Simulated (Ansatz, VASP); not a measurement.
# One calculation of HfN, two programs

The input INCAR:

```
PREC = Accurate ; ENCUT = 600
EDIFF = 1E-6 ; ISMEAR = 0
SIGMA = 0.1 ; LREAL = F
LASPH = T ; NELM = 80
ALGO = Normal ; ISIF = 3
LWAVE = F ; LCHARG = F
GGA = PS ; IBRION = 2
NSW = 100 ; EDIFFG = -0.005
```

The input KPOINTS:

```
regular mesh
0
Gamma
  18 18 8
```

Contents of POSCAR:

```
HfN
1.0
    3.1339080219      0.0000000000      0.0000000000
   -1.5669540110      2.7140439601      0.0000000000
    0.0000000000      0.0000000000      5.4167677200
Hf N
2 2
Direct
    0.6666666700      0.3333333300      0.7500000000
    0.3333333300      0.6666666700      0.2500000000
    0.0000000000      0.0000000000      0.0000000000
    0.0000000000      0.0000000000      0.5000000000
```

Input for Ansatz:

```yaml
crystal:
  lattice:
    - [3.1339080219, 0.0, 0.0]
    - [-1.566954011, 2.7140439601, 0.0]
    - [0.0, 0.0, 5.41676772]
  atoms:
    - { symbol: Hf, position: [0.66666667, 0.33333333, 0.75] }
    - { symbol: Hf, position: [0.33333333, 0.66666667, 0.25] }
    - { symbol: "N", position: [0.0, 0.0, 0.0] }
    - { symbol: "N", position: [0.0, 0.0, 0.5] }
basis:
  ecutwfc: 420
kpoints:
  mp_grid: { grid: [18, 18, 8] }
hamiltonian:
  xc: pbesol
scf:
  occupations: { method: gaussian, width: 0.1 }
output:
  forces: true
  stress: true
  eigenvalues: true
relax:
  adjacent_minimum: "off"
  f_tol: 0.005
  max_steps: 80
  cell: { stress_tol: 0.05 }
```

Alike in both runs: task relaxation of cell and atoms; functional PBEsol; k mesh 18 × 18 × 8; occupations gaussian, width 0.1 eV; no spin polarisation.

|  | VASP | Ansatz |
| --- | --- | --- |
| version | VASP 6.6.1 | Ansatz 0.2.0 |
| potentials or method | VASP PAW PBE potentials, release 64 (Hf_pv, N), cutoff 600 eV | scalar-relativistic, plane waves, PAW |
| valence electrons in the cell | 30 | 62 |

```tsv
	VASP	Ansatz	Ansatz less VASP
gap on the k mesh at the Fermi level, each at its own relaxed structure (eV)	none	none	-
relaxed volume (Å³/atom)	11.33	11.42	+0.091
relaxed length of the cell vector where the two differ most in proportion (Å)	3.119	3.128	+0.0087
```

VASP's potentials were made for PBE, not for PBEsol. A gap of «none» marks a metal or a gap that the smearing closes. VASP's potentials hold 30 valence electrons a cell and Ansatz's 62, so a difference there can come from the potentials and not from the codes.

Neither program's run includes spin-orbit coupling.
